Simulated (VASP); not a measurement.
# Ge in VASP: further runs

The runs below take Ge through single point, with LDA.

Program: VASP 6.6.1. These are calculated values, not measurements. Logs are shortened: lines on timing, memory, paths and dates and some standing lists are left out, and cuts for length are marked.

### Step 1. The cell of the first run

The cell holds a slab with vacuum, 2 atoms: a = 4.022 Å, b = 4.022 Å, c = 28.000 Å, α = 90.00°, β = 90.00°, γ = 120.00°.

### Step 2. Single point, LDA

The input, INCAR:

```
SYSTEM = Ge
ALGO = Normal
DIPOL = 0.5 0.5 0.500
EDIFF = 1E-7
ENCUT = 520
GGA = CA
IDIPOL = 3
ISIF = 2
ISMEAR = 0
LASPH = .True.
LCHARG = .False.
LDIPOL = .True.
LREAL = .False.
LWAVE = .False.
NBANDS = 21
NELM = 60
PREC = Accurate
SIGMA = 0.1
```

The input, KPOINTS:

```
k-points
0
Gamma
  12 12 1
  0 0 0
```

The input, POSCAR:

```
Ge
1.0
    4.0220000000      0.0000000000      0.0000000000
   -2.0110000000      3.4831541740      0.0000000000
    0.0000000000      0.0000000000     28.0000000000
Ge
2
Direct
    0.3333333333      0.6666666667      0.5025535714
    0.6666666667      0.3333333333      0.4974464286
```

Potentials or basis: VASP PAW LDA potentials, release 64 (Ge_d).

Started as:

```bash
> cat potpaw_LDA.64/Ge_d/POTCAR > POTCAR
> mpirun -np 1 vasp_std > vasp.out
```

OUTCAR:

```text
SYSTEM = Ge
   EDIFF = 1E-7
   ENCUT = 520
   GGA = CA
   ISIF = 2
   ISMEAR = 0
   LASPH = .True.
   LREAL = .False.
   NELM = 60
   PREC = Accurate

 ion  position               nearest neighbor table
   1  0.333  0.667  0.503-   2 2.33   2 2.33   2 2.33
   2  0.667  0.333  0.497-   1 2.33   1 2.33   1 2.33

  LATTYP: Found a hexagonal cell.
 ALAT       =     4.0220000000
 C/A-ratio  =     6.9617105917

  Lattice vectors:

 A1 = (   4.0220000000,   0.0000000000,   0.0000000000)
 A2 = (  -2.0110000000,   3.4831541740,   0.0000000000)
 A3 = (   0.0000000000,   0.0000000000,  28.0000000000)

Analysis of symmetry for initial positions (statically):
=====================================================================
 Subroutine PRICEL returns:
 Original cell was already a primitive cell.

 Routine SETGRP: Setting up the symmetry group for a
 hexagonal supercell.

 Subroutine GETGRP returns: Found 12 space group operations
 (whereof 12 operations were pure point group operations)
 out of a pool of 24 trial point group operations.

The static configuration has the point symmetry D_3d.

Analysis of symmetry for dynamics (positions and initial velocities):
=====================================================================
 Subroutine PRICEL returns:
 Original cell was already a primitive cell.

 Routine SETGRP: Setting up the symmetry group for a
 hexagonal supercell.

 Subroutine GETGRP returns: Found 12 space group operations
 (whereof 12 operations were pure point group operations)
 out of a pool of 24 trial point group operations.

The dynamic configuration has the point symmetry D_3d.

 Subroutine INISYM returns: Found 12 space group operations
 (whereof 12 operations are pure point group operations),
 and found     1 'primitive' translations

----------------------------------------------------------------------------------------

                                     Primitive cell

  volume of cell :     392.2589

  direct lattice vectors                    reciprocal lattice vectors
     4.022000000  0.000000000  0.000000000     0.248632521  0.143548053  0.000000000
    -2.011000000  3.483154174  0.000000000     0.000000000  0.287096106  0.000000000
     0.000000000  0.000000000 28.000000000     0.000000000  0.000000000  0.035714286

  length of vectors
     4.022000000  4.022000000 28.000000000     0.287096106  0.287096106  0.035714286

  position of ions in fractional coordinates (direct lattice)
     0.333333333  0.666666667  0.502553571
     0.666666667  0.333333333  0.497446429

  ion indices of the primitive-cell ions
   primitive index   ion index
                 1           1
                 2           2

----------------------------------------------------------------------------------------

 KPOINTS: k-points

Automatic generation of k-mesh.
 Grid dimensions read from file:
 generate k-points for:   12   12    1

 Generating k-lattice:

  Cartesian coordinates                     Fractional coordinates (reciprocal lattice)
     0.020719377  0.011962338  0.000000000     0.083333333  0.000000000  0.000000000
     0.000000000  0.023924676  0.000000000     0.000000000  0.083333333  0.000000000
     0.000000000  0.000000000  0.035714286     0.000000000  0.000000000  1.000000000

  Length of vectors
     0.023924676  0.023924676  0.035714286

  Shift w.r.t. Gamma in fractional coordinates (k-lattice)
     0.000000000  0.000000000  0.000000000

 Subroutine IBZKPT returns following result:
 ===========================================

 Found     19 irreducible k-points:

 Following reciprocal coordinates:
            Coordinates               Weight
  0.000000  0.000000  0.000000      1.000000
  0.083333 -0.000000  0.000000      6.000000
  0.166667  0.000000  0.000000      6.000000
  0.250000 -0.000000  0.000000      6.000000
  0.333333  0.000000  0.000000      6.000000
  0.416667  0.000000  0.000000      6.000000
[... 11 lines left out ...]
  0.333333  0.250000  0.000000     12.000000
  0.333333  0.333333  0.000000      2.000000
   k-points           NKPTS =     19   k-points in BZ     NKDIM =     19   number of bands    NBANDS=     21
   number of dos      NEDOS =    301   number of ions     NIONS =      2
   total plane-waves  NPLWV = 189000
   dimension x,y,z NGX =    30 NGY =   30 NGZ =  210
   dimension x,y,z NGXF=    60 NGYF=   60 NGZF=  420
   ions per type =               2
   NGX,Y,Z   is equivalent  to a cutoff of  12.40, 12.40, 12.47 a.u.
   NGXF,Y,Z  is equivalent  to a cutoff of  24.80, 24.80, 24.94 a.u.
 SYSTEM =  Ge
   PREC   = accura    normal or accurate (medium, high low for compatibility)
   ISTART =      0    job   : 0-new  1-cont  2-samecut
   ICHARG =      2    charge: 1-file 2-atom 10-const
   ISPIN  =      1    spin polarized calculation?
   LNONCOLLINEAR =      F non collinear calculations
   LSORBIT =      F    spin-orbit coupling
   LASPH  =      T    aspherical Exc in radial PAW
   ENCUT  =  520.0 eV  38.22 Ry    6.18 a.u.   7.48  7.48 52.06*2*pi/ulx,y,z
   NELM   =     60;   NELMIN=  2; NELMDL= -5     # of ELM steps
   EDIFF  = 0.1E-06   stopping-criterion for ELM
   LREAL  =      F    real-space projection
   EDIFFG = 0.1E-05   stopping-criterion for IOM
   NSW    =      0    number of steps for IOM
   IBRION =     -1    ionic relax: 0-MD 1-quasi-New 2-CG
   NFREE  =      0    steps in history (QN), initial steepest desc. (CG)
   ISIF   =      2    stress and relaxation
   ISYM   =      2    0-nonsym 1-usesym 2-fastsym
   POTIM  = 0.5000    time-step for ionic-motion
   TEBEG  =    0.0;   TEEND  =   0.0 temperature during run
   PSTRESS=    0.0 pullay stress
   NELECT =      28.0000    total number of electrons
   NUPDOWN=      -1.0000    fix difference up-down
   EMIN   =  10.00;   EMAX   =-10.00  energy-range for DOS
   EFERMI =   0.00;   METHOD = LEGACY
   ISMEAR =     0;   SIGMA  =   0.10  broadening in eV -4-tet -1-fermi 0-gaus
   EFERMI_NEDOS =   21; number of points for ismear=-14 and -15
   IALGO  =     38    algorithm
   IMIX   =      4    mixing-type and parameters
     AMIX     =   0.40;   BMIX     =  1.00
     AMIX_MAG =   1.60;   BMIX_MAG =  1.00
  volume/ion in A,a.u.               =     196.13      1323.55
  Fermi-wavevector in a.u.,A,eV,Ry     =   0.679104  1.283321  6.274774  0.461183
  Thomas-Fermi vector in A             =   1.757204
   LORBIT       =      0    0 simple, 1 ext, 2 COOP (PROOUT), +10 PAW based schemes
   GGA     = CA    functional components
   LHFCALC =     F    Hartree Fock is set to
   AEXX    =    0.0000 exact exchange contribution
   IVDW    =     0    specifies the selected vdW correction
   LEPSILON=     F    determine dielectric tensor
   LRPA    =     F    only Hartree local field effects (RPA)
 non-spin polarized calculation
 Gauss-broadening in eV      SIGMA  =   0.10
  energy-cutoff  :      520.00
  volume of cell :      392.26
 maximum number of plane-waves:     10617
 NGX is ok and might be reduce to    30
   NGX = 15   NGY = 15   NGZ =105

 number of electron      27.9999995 magnetization

 dipolmoment           0.000000      0.000000     -0.000000 electrons x Angstroem

 Free energy of the ion-electron system (eV)
  ---------------------------------------------------
  ext. energy  EPLUGINS =         0.00000000
  ---------------------------------------------------
  free energy    TOTEN  =        -8.97351710 eV

  energy without entropy =       -8.97198115  energy(sigma->0) =       -8.97274912

 E-fermi :  -3.5745     XC(G=0):  -1.6642

 val. band max:       -4.0887598678   @ k =   0.3333   0.2500   0.0000
 cond. band min:      -3.5151085256   @ k =   0.3333   0.3333   0.0000
 fundamental gap:      0.5736513422
 Fermi energy:        -3.5745390026

 k-point     1 :       0.0000    0.0000    0.0000
  band No.  band energies     occupation
      1     -28.9179      2.00000
      2     -28.8928      2.00000
      3     -28.8928      2.00000
      4     -28.8369      2.00000
      5     -28.8369      2.00000
      6     -28.6977      2.00000
[... 13 lines left out ...]
     20       1.1526      0.00000
     21       1.5760      0.00000

 k-point     2 :       0.0833   -0.0000    0.0000
  band No.  band energies     occupation
      1     -28.9208      2.00000
      2     -28.9064      2.00000
      3     -28.9023      2.00000
      4     -28.8357      2.00000
      5     -28.8328      2.00000
      6     -28.6896      2.00000
[... 13 lines left out ...]
     20       1.2364      0.00000
     21       1.6597      0.00000

 k-point     3 :       0.1667    0.0000    0.0000
  band No.  band energies     occupation
      1     -28.9414      2.00000
      2     -28.9353      2.00000
      3     -28.9084      2.00000
      4     -28.8363      2.00000
      5     -28.8238      2.00000
      6     -28.6818      2.00000
[... 13 lines left out ...]
     20       1.1772      0.00000
     21       1.5047      0.00000

 k-point     4 :       0.2500   -0.0000    0.0000
  band No.  band energies     occupation
      1     -28.9711      2.00000
      2     -28.9656      2.00000
      3     -28.9067      2.00000
      4     -28.8395      2.00000
      5     -28.8125      2.00000
      6     -28.6885      2.00000
[... 13 lines left out ...]
     20       1.9320      0.00000
     21       2.0374      0.00000

 k-point     5 :       0.3333    0.0000    0.0000
  band No.  band energies     occupation
      1     -28.9968      2.00000
      2     -28.9903      2.00000
      3     -28.9038      2.00000
      4     -28.8434      2.00000
      5     -28.8001      2.00000
      6     -28.7001      2.00000
[... 13 lines left out ...]
     20       2.7816      0.00000
     21       2.9118      0.00000
[... 262 lines left out ...]
     20       3.8618      0.00000
     21       4.1253      0.00000

 k-point    17 :       0.2500    0.2500    0.0000
  band No.  band energies     occupation
      1     -29.0587      2.00000
      2     -28.9504      2.00000
      3     -28.9158      2.00000
      4     -28.8513      2.00000
      5     -28.7782      2.00000
      6     -28.7182      2.00000
[... 13 lines left out ...]
     20       3.2922      0.00000
     21       3.4777      0.00000

 k-point    18 :       0.3333    0.2500    0.0000
  band No.  band energies     occupation
      1     -29.0716      2.00000
      2     -28.9464      2.00000
      3     -28.9186      2.00000
      4     -28.8540      2.00000
      5     -28.7646      2.00000
      6     -28.7317      2.00000
[... 13 lines left out ...]
     20       3.7594      0.00000
     21       4.0877      0.00000

 k-point    19 :       0.3333    0.3333    0.0000
  band No.  band energies     occupation
      1     -29.0778      2.00000
      2     -28.9310      2.00000
      3     -28.9310      2.00000
      4     -28.8555      2.00000
      5     -28.7479      2.00000
      6     -28.7479      2.00000
[... 13 lines left out ...]
     20       3.5470      0.00000
     21       3.5470      0.00000

------------------------ aborting loop because EDIFF is reached ----------------------------------------

 vacuum level on the upper side and lower side of the slab       (xc-potential included)        -0.007        -0.007

  FORCE on cell =-STRESS in cart. coord.  units (eV):
  Direction    XX          YY          ZZ          XY          YZ          ZX
  --------------------------------------------------------------------------------------
  -------------------------------------------------------------------------------------
  Total       -0.3580281     -0.3580281      0.0287381      0.0000000      0.0000000     -0.0000000
  in kB       -1.4623620     -1.4623620      0.1173805      0.0000000      0.0000000     -0.0000000
  external PRESSURE =      -0.9357812 kB  Pullay stress =       0.0000000 kB

 VOLUME and BASIS-vectors are now :
 -----------------------------------------------------------------------------
  energy-cutoff  :      520.00
  volume of cell :      392.26
      direct lattice vectors                 reciprocal lattice vectors
     4.022000000  0.000000000  0.000000000     0.248632521  0.143548053  0.000000000
    -2.011000000  3.483154174  0.000000000     0.000000000  0.287096106  0.000000000
     0.000000000  0.000000000 28.000000000     0.000000000  0.000000000  0.035714286

 POSITION                                       TOTAL-FORCE (eV/Angst)
 -----------------------------------------------------------------------------------
     -0.00000      2.32210     14.07150        -0.000000      0.000000      0.301948
      2.01100      1.16105     13.92850         0.000000     -0.000000     -0.301948
 -----------------------------------------------------------------------------------
    total drift:                               -0.000000      0.000000      0.000000

  FREE ENERGIE OF THE ION-ELECTRON SYSTEM (eV)
  ---------------------------------------------------
  free  energy   TOTEN  =        -8.9735171012 eV

  energy  without entropy=       -8.9719811459  energy(sigma->0) =       -8.97274912

 vacuum level on the upper side and lower side of the slab         1.098         1.098
```

Run time: 4.2 min. Hardware: 1 thread of Intel Xeon Platinum 8375C at 2.90GHz (Ice Lake), shared host; peak memory 0.4 GiB.

What came out:

```yaml
Free_energy: -8.9735 eV
Largest_force: 0.302 eV/Å
Band_gap_on_the_k_mesh: zero (band 14 reaches -3.52 eV, above the bottom of band 15 at -4.53 eV)
```

Forces in eV/Å, atoms in the order of the input:
```
Ge   0.000  0.000  0.302
Ge   0.000  0.000 -0.302
```

### Step 3. Single point, LDA

The input, INCAR:

```
PREC = Accurate
ENCUT = 520
EDIFF = 1E-6
ISMEAR = 0
SIGMA = 0.1
LREAL = False
LASPH = True
NELM = 60
ALGO = Normal
ISIF = 2
LWAVE = False
LCHARG = True
LDIPOL = True
IDIPOL = 3
DIPOL = 0.5 0.5 0.500
LELF = True
LVHAR = True
LVACPOTAV = True
NBANDS = 21
```

The input, KPOINTS:

```
regular mesh
0
Gamma
  12 12 1
```

The input, POSCAR:

```
Ge
1.0
    4.0220000000      0.0000000000      0.0000000000
   -2.0110000000      3.4831541740      0.0000000000
    0.0000000000      0.0000000000     28.0000000000
Ge
2
Direct
    0.3333333333      0.6666666667      0.5076607143
    0.6666666667      0.3333333333      0.4923392857
```

Potentials or basis: VASP PAW LDA potentials, release 64 (Ge_d).

Started as:

```bash
> cat potpaw_LDA.64/Ge_d/POTCAR > POTCAR
> mpirun -np 1 vasp_std > vasp.out
```

Wall time 3.9 min (1 thread of Intel Xeon Platinum 8375C at 2.90GHz (Ice Lake), shared host); peak memory 0.4 GiB.

Results (log left out):

```
Free energy                     : -9.0964 eV
Largest force                   : 0.407 eV/Å
Band gap on the k mesh          : zero (band 14 reaches -3.57 eV, above the bottom of band 15 at -3.98 eV)
Work function of the upper face : 4.71 eV
Work function of the lower face : 4.71 eV
```

Forces in eV/Å, atoms in the order of the input:
```
Ge   0.000  0.000  0.407
Ge   0.000  0.000 -0.407
```

Levels at points of the mesh, in eV from the Fermi level:
| k point | band 12 | band 13 | band 14 | band 15 | band 16 | band 17 |
| --- | --- | --- | --- | --- | --- | --- |
| (0.00, 0.00, 0.00) | -3.28 | -1.11 | -1.11 | -0.36 | 2.79 | 3.53 |
| (0.50, 0.00, 0.00) | -7.98 | -2.67 | -1.07 | 0.80 | 0.93 | 5.78 |
